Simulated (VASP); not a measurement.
# HfGe (Pm-3m) in VASP: notebook

The runs below take HfGe through single point, with LDA.

Everything below comes from runs of VASP 6.6.1. Logs are shortened: lines on timing, memory, paths and dates and some standing lists are left out, and cuts for length are marked.

### Step 1. The cell of the first run

It takes space group Pm-3m (No. 221, cubic). The conventional cell has a = 3.269 Å, b = 3.269 Å, c = 3.269 Å, α = 90.00°, β = 90.00°, γ = 90.00°. Within 3.7 Å of Hf (site symmetry m-3m) lie 8 Ge at 2.83 Å and 6 Hf at 3.27 Å. Within 3.7 Å of Ge (site symmetry m-3m) lie 8 Hf at 2.83 Å and 6 Ge at 3.27 Å.

### Step 2. Single point, LDA

The input, INCAR:

```
SYSTEM = HfGe
PREC = Accurate
ENCUT = 500
EDIFF = 1E-6
ISMEAR = 0
SIGMA = 0.05
LREAL = .FALSE.
LASPH = .TRUE.
NELM = 120
ALGO = Normal
ISIF = 2
LWAVE = .FALSE.
LCHARG = .FALSE.
GGA = CA
NBANDS = 19
GGA_COMPAT = .FALSE.
```

The input, KPOINTS:

```
regular mesh
0
G
  6 6 6
  0 0 0
```

The input, POSCAR:

```
HfGe
1.0
    3.2687719862      0.0000000000      0.0000000000
    0.0000000000      3.2687719862      0.0000000000
    0.0000000000      0.0000000000      3.2687719862
Hf Ge
1 1
Direct
    0.0000000000      0.0000000000      0.0000000000
    0.5000000000      0.5000000000      0.5000000000
```

Potentials or basis: VASP PAW LDA potentials, release 64 (Hf_pv, Ge_d).

On the command line:

```sh
$ cat potpaw_LDA.64/Hf_pv/POTCAR potpaw_LDA.64/Ge_d/POTCAR > POTCAR
$ mpirun -np 1 vasp_std > vasp.out
```

OUTCAR:

```text
SYSTEM = HfGe
   PREC = Accurate
   ENCUT = 500
   EDIFF = 1E-6
   ISMEAR = 0
   LREAL = .FALSE.
   LASPH = .TRUE.
   NELM = 120
   ISIF = 2
   GGA = CA

 ion  position               nearest neighbor table
   1  0.000  0.000  0.000-   2 2.83   2 2.83   2 2.83   2 2.83   2 2.83   2 2.83   2 2.83   2 2.83

   2  0.500  0.500  0.500-   1 2.83   1 2.83   1 2.83   1 2.83   1 2.83   1 2.83   1 2.83   1 2.83

  LATTYP: Found a simple cubic cell.
 ALAT       =     3.2687719862

  Lattice vectors:

 A1 = (   3.2687719862,   0.0000000000,   0.0000000000)
 A2 = (   0.0000000000,   3.2687719862,   0.0000000000)
 A3 = (   0.0000000000,   0.0000000000,   3.2687719862)

Analysis of symmetry for initial positions (statically):
=====================================================================
 Subroutine PRICEL returns:
 Original cell was already a primitive cell.

 Routine SETGRP: Setting up the symmetry group for a
 simple cubic supercell.

 Subroutine GETGRP returns: Found 48 space group operations
 (whereof 48 operations were pure point group operations)
 out of a pool of 48 trial point group operations.

The static configuration has the point symmetry O_h .

Analysis of symmetry for dynamics (positions and initial velocities):
=====================================================================
 Subroutine PRICEL returns:
 Original cell was already a primitive cell.

 Routine SETGRP: Setting up the symmetry group for a
 simple cubic supercell.

 Subroutine GETGRP returns: Found 48 space group operations
 (whereof 48 operations were pure point group operations)
 out of a pool of 48 trial point group operations.

The dynamic configuration has the point symmetry O_h .

 Subroutine INISYM returns: Found 48 space group operations
 (whereof 48 operations are pure point group operations),
 and found     1 'primitive' translations

----------------------------------------------------------------------------------------

                                     Primitive cell

  volume of cell :      34.9264

  direct lattice vectors                    reciprocal lattice vectors
     3.268771986  0.000000000  0.000000000     0.305925285  0.000000000  0.000000000
     0.000000000  3.268771986  0.000000000     0.000000000  0.305925285  0.000000000
     0.000000000  0.000000000  3.268771986     0.000000000  0.000000000  0.305925285

  length of vectors
     3.268771986  3.268771986  3.268771986     0.305925285  0.305925285  0.305925285

  position of ions in fractional coordinates (direct lattice)
     0.000000000  0.000000000  0.000000000
     0.500000000  0.500000000  0.500000000

  ion indices of the primitive-cell ions
   primitive index   ion index
                 1           1
                 2           2

----------------------------------------------------------------------------------------

 KPOINTS: regular mesh

Automatic generation of k-mesh.
 Grid dimensions read from file:
 generate k-points for:    6    6    6

 Generating k-lattice:

  Cartesian coordinates                     Fractional coordinates (reciprocal lattice)
     0.050987547  0.000000000  0.000000000     0.166666667  0.000000000  0.000000000
     0.000000000  0.050987547  0.000000000     0.000000000  0.166666667  0.000000000
     0.000000000  0.000000000  0.050987547     0.000000000  0.000000000  0.166666667

  Length of vectors
     0.050987547  0.050987547  0.050987547

  Shift w.r.t. Gamma in fractional coordinates (k-lattice)
     0.000000000  0.000000000  0.000000000

 Subroutine IBZKPT returns following result:
 ===========================================

 Found     20 irreducible k-points:

 Following reciprocal coordinates:
            Coordinates               Weight
  0.000000  0.000000  0.000000      1.000000
  0.166667  0.000000  0.000000      6.000000
  0.333333  0.000000  0.000000      6.000000
  0.500000  0.000000  0.000000      3.000000
  0.166667  0.166667  0.000000     12.000000
  0.333333  0.166667  0.000000     24.000000
[... 12 lines left out ...]
  0.500000  0.500000  0.333333      6.000000
  0.500000  0.500000  0.500000      1.000000
   k-points           NKPTS =     20   k-points in BZ     NKDIM =     20   number of bands    NBANDS=     19
   number of dos      NEDOS =    301   number of ions     NIONS =      2
   total plane-waves  NPLWV =  13824
   dimension x,y,z NGX =    24 NGY =   24 NGZ =   24
   dimension x,y,z NGXF=    48 NGYF=   48 NGZF=   48
   ions per type =               1   1
   NGX,Y,Z   is equivalent  to a cutoff of  12.21, 12.21, 12.21 a.u.
   NGXF,Y,Z  is equivalent  to a cutoff of  24.41, 24.41, 24.41 a.u.
 SYSTEM =  HfGe
   PREC   = accura    normal or accurate (medium, high low for compatibility)
   ISTART =      0    job   : 0-new  1-cont  2-samecut
   ICHARG =      2    charge: 1-file 2-atom 10-const
   ISPIN  =      1    spin polarized calculation?
   LNONCOLLINEAR =      F non collinear calculations
   LSORBIT =      F    spin-orbit coupling
   LASPH  =      T    aspherical Exc in radial PAW
   ENCUT  =  500.0 eV  36.75 Ry    6.06 a.u.   5.96  5.96  5.96*2*pi/ulx,y,z
   NELM   =    120;   NELMIN=  2; NELMDL= -5     # of ELM steps
   EDIFF  = 0.1E-05   stopping-criterion for ELM
   LREAL  =      F    real-space projection
   EDIFFG = 0.1E-04   stopping-criterion for IOM
   NSW    =      0    number of steps for IOM
   IBRION =     -1    ionic relax: 0-MD 1-quasi-New 2-CG
   NFREE  =      0    steps in history (QN), initial steepest desc. (CG)
   ISIF   =      2    stress and relaxation
   ISYM   =      2    0-nonsym 1-usesym 2-fastsym
   POTIM  = 0.5000    time-step for ionic-motion
   TEBEG  =    0.0;   TEEND  =   0.0 temperature during run
   PSTRESS=    0.0 pullay stress
   NELECT =      24.0000    total number of electrons
   NUPDOWN=      -1.0000    fix difference up-down
   EMIN   =  10.00;   EMAX   =-10.00  energy-range for DOS
   EFERMI =   0.00;   METHOD = LEGACY
   ISMEAR =     0;   SIGMA  =   0.05  broadening in eV -4-tet -1-fermi 0-gaus
   EFERMI_NEDOS =   21; number of points for ismear=-14 and -15
   IALGO  =     38    algorithm
   IMIX   =      4    mixing-type and parameters
     AMIX     =   0.40;   BMIX     =  1.00
     AMIX_MAG =   1.60;   BMIX_MAG =  1.00
  volume/ion in A,a.u.               =      17.46       117.85
  Fermi-wavevector in a.u.,A,eV,Ry     =   1.444643  2.729980 28.395279  2.086994
  Thomas-Fermi vector in A             =   2.562915
   LORBIT       =      0    0 simple, 1 ext, 2 COOP (PROOUT), +10 PAW based schemes
   GGA     = CA    functional components
   LHFCALC =     F    Hartree Fock is set to
   AEXX    =    0.0000 exact exchange contribution
   IVDW    =     0    specifies the selected vdW correction
   LEPSILON=     F    determine dielectric tensor
   LRPA    =     F    only Hartree local field effects (RPA)
 non-spin polarized calculation
 Gauss-broadening in eV      SIGMA  =   0.05
  energy-cutoff  :      500.00
  volume of cell :       34.93
 maximum number of plane-waves:       912
 NGX is ok and might be reduce to    24
   NGX = 11   NGY = 11   NGZ = 11

 number of electron      23.9999992 magnetization

 Free energy of the ion-electron system (eV)
  ---------------------------------------------------
  ext. energy  EPLUGINS =         0.00000000
  ---------------------------------------------------
  free energy    TOTEN  =       -16.63569771 eV

  energy without entropy =      -16.63238914  energy(sigma->0) =      -16.63404342

 E-fermi :   6.9368     XC(G=0): -12.3468

 val. band max:        6.9100259394   @ k =   0.1667   0.1667   0.0000
 cond. band min:       6.9652843732   @ k =   0.5000   0.1667   0.1667
 fundamental gap:      0.0552584337
 Fermi energy:         6.9368382392

 k-point     1 :       0.0000    0.0000    0.0000
  band No.  band energies     occupation
      1     -23.2416      2.00000
      2     -23.2416      2.00000
      3     -23.2416      2.00000
      4     -17.3566      2.00000
      5     -17.3566      2.00000
      6     -17.3337      2.00000
[... 11 lines left out ...]
     18      13.0271      0.00000
     19      19.0617      0.00000

 k-point     2 :       0.1667    0.0000    0.0000
  band No.  band energies     occupation
      1     -23.3373      2.00000
      2     -23.2345      2.00000
      3     -23.2345      2.00000
      4     -17.3556      2.00000
      5     -17.3442      2.00000
      6     -17.3336      2.00000
[... 11 lines left out ...]
     18      14.6965      0.00000
     19      17.0074      0.00000

 k-point     3 :       0.3333    0.0000    0.0000
  band No.  band energies     occupation
      1     -23.5232      2.00000
      2     -23.2204      2.00000
      3     -23.2204      2.00000
      4     -17.3536      2.00000
      5     -17.3334      2.00000
      6     -17.3334      2.00000
[... 11 lines left out ...]
     18      14.6624      0.00000
     19      15.9251      0.00000

 k-point     4 :       0.5000    0.0000    0.0000
  band No.  band energies     occupation
      1     -23.6137      2.00000
      2     -23.2133      2.00000
      3     -23.2133      2.00000
      4     -17.3526      2.00000
      5     -17.3333      2.00000
      6     -17.3333      2.00000
[... 11 lines left out ...]
     18      16.2406      0.00000
     19      16.2406      0.00000

 k-point     5 :       0.1667    0.1667    0.0000
  band No.  band energies     occupation
      1     -23.3349      2.00000
      2     -23.3211      2.00000
      3     -23.2268      2.00000
      4     -17.3493      2.00000
      5     -17.3378      2.00000
      6     -17.3373      2.00000
[... 11 lines left out ...]
     18      16.3264      0.00000
     19      17.8038      0.00000
[... 246 lines left out ...]
      2     -23.4496      2.00000
      3     -23.4496      2.00000
      4     -17.3530      2.00000
      5     -17.3384      2.00000
      6     -17.3384      2.00000
[... 11 lines left out ...]
     18      15.1436      0.00000
     19      17.9434      0.00000

 k-point    18 :       0.5000    0.3333    0.3333
  band No.  band energies     occupation
      1     -23.5352      2.00000
      2     -23.4420      2.00000
      3     -23.4407      2.00000
      4     -17.3513      2.00000
      5     -17.3408      2.00000
      6     -17.3361      2.00000
[... 11 lines left out ...]
     18      15.7730      0.00000
     19      16.1903      0.00000

 k-point    19 :       0.5000    0.5000    0.3333
  band No.  band energies     occupation
      1     -23.5242      2.00000
      2     -23.5242      2.00000
      3     -23.4319      2.00000
      4     -17.3433      2.00000
      5     -17.3395      2.00000
      6     -17.3395      2.00000
[... 11 lines left out ...]
     18      16.1476      0.00000
     19      17.1892      0.00000

 k-point    20 :       0.5000    0.5000    0.5000
  band No.  band energies     occupation
      1     -23.5148      2.00000
      2     -23.5148      2.00000
      3     -23.5148      2.00000
      4     -17.3365      2.00000
      5     -17.3365      2.00000
      6     -17.3365      2.00000
[... 11 lines left out ...]
     18      15.7020      0.00000
     19      16.5123      0.00000

------------------------ aborting loop because EDIFF is reached ----------------------------------------

  FORCE on cell =-STRESS in cart. coord.  units (eV):
  Direction    XX          YY          ZZ          XY          YZ          ZX
  --------------------------------------------------------------------------------------
  -------------------------------------------------------------------------------------
  Total        0.0969182      0.0969182      0.0969182      0.0000000      0.0000000     -0.0000000
  in kB        4.4459224      4.4459224      4.4459224      0.0000000      0.0000000     -0.0000000
  external PRESSURE =       4.4459224 kB  Pullay stress =       0.0000000 kB

 VOLUME and BASIS-vectors are now :
 -----------------------------------------------------------------------------
  energy-cutoff  :      500.00
  volume of cell :       34.93
      direct lattice vectors                 reciprocal lattice vectors
     3.268771986  0.000000000  0.000000000     0.305925285  0.000000000  0.000000000
     0.000000000  3.268771986  0.000000000     0.000000000  0.305925285  0.000000000
     0.000000000  0.000000000  3.268771986     0.000000000  0.000000000  0.305925285

 POSITION                                       TOTAL-FORCE (eV/Angst)
 -----------------------------------------------------------------------------------
      0.00000      0.00000      0.00000         0.000000      0.000000      0.000000
      1.63439      1.63439      1.63439         0.000000      0.000000      0.000000
 -----------------------------------------------------------------------------------
    total drift:                                0.000000      0.000000     -0.000000

  FREE ENERGIE OF THE ION-ELECTRON SYSTEM (eV)
  ---------------------------------------------------
  free  energy   TOTEN  =       -16.6356977083 eV

  energy  without entropy=      -16.6323891375  energy(sigma->0) =      -16.63404342
```

Run time: 4.4 s. Hardware: 1 thread of Intel Xeon 6975P-C (Granite Rapids), shared host; peak memory 0.13 GiB.

What came out:

```yaml
Free_energy: -16.6357 eV
Pressure: 0.4 GPa
Band_gap_on_the_k_mesh: zero (band 12 reaches 9.05 eV, above the bottom of band 13 at 6.42 eV)
```

Caveat: spin-orbit coupling is left out, which moves the levels of the heavy elements.

### Step 3. Single point, LDA

This run uses another cell than the first one, of 18.74 Å³/atom, 1.073 times its volume.

The input, INCAR:

```
SYSTEM = HfGe
ALGO = Normal
EDIFF = 1E-6
ENCUT = 500
GGA_COMPAT = .FALSE.
ISIF = 2
ISMEAR = 0
LASPH = .TRUE.
LCHARG = .FALSE.
LREAL = .FALSE.
LWAVE = .FALSE.
NBANDS = 19
NELM = 120
PREC = Accurate
SIGMA = 0.05
```

The input, KPOINTS:

```
k-points
0
G
  6 6 6
  0 0 0
```

The input, POSCAR:

```
HfGe
1.0
    3.3463221602      0.0000000000      0.0000000000
    0.0000000000      3.3463221602      0.0000000000
    0.0000000000      0.0000000000      3.3463221602
Hf Ge
1 1
Direct
    0.0000000000      0.0000000000      0.0000000000
    0.5000000000      0.5000000000      0.5000000000
```

Potentials or basis: VASP PAW LDA potentials, release 64 (Hf_pv, Ge_d).

On the command line:

```sh
$ cat potpaw_LDA.64/Hf_pv/POTCAR potpaw_LDA.64/Ge_d/POTCAR > POTCAR
$ mpirun -np 1 vasp_std > vasp.out
```

It took 3.6 s on 1 thread of Intel Xeon 6975P-C (Granite Rapids), shared host; peak memory 0.13 GiB.

Results (log left out):

- Free energy: -16.5711 eV
- Pressure: -8.1 GPa
- Band gap on the k mesh: zero (band 12 reaches 8.22 eV, above the bottom of band 13 at 5.84 eV)

Levels at points of the mesh, in eV from the Fermi level:
```
           k point  band 9  band 10  band 11  band 12  band 13  band 14  band 15  band 16
(0.00, 0.00, 0.00)  -11.49    -1.45    -1.45     1.90     1.90     1.90     3.56     3.56
(0.50, 0.00, 0.00)   -8.83    -6.33    -0.56    -0.48    -0.48     3.88     5.08     6.69
(0.50, 0.50, 0.00)   -8.45    -2.90    -2.90    -1.80     1.63     1.63     3.99     4.08
(0.50, 0.50, 0.50)   -5.90    -4.34    -4.34    -4.34     3.89     3.89     3.89     5.61
```

Caveat: spin-orbit coupling is left out, which moves the levels of the heavy elements.
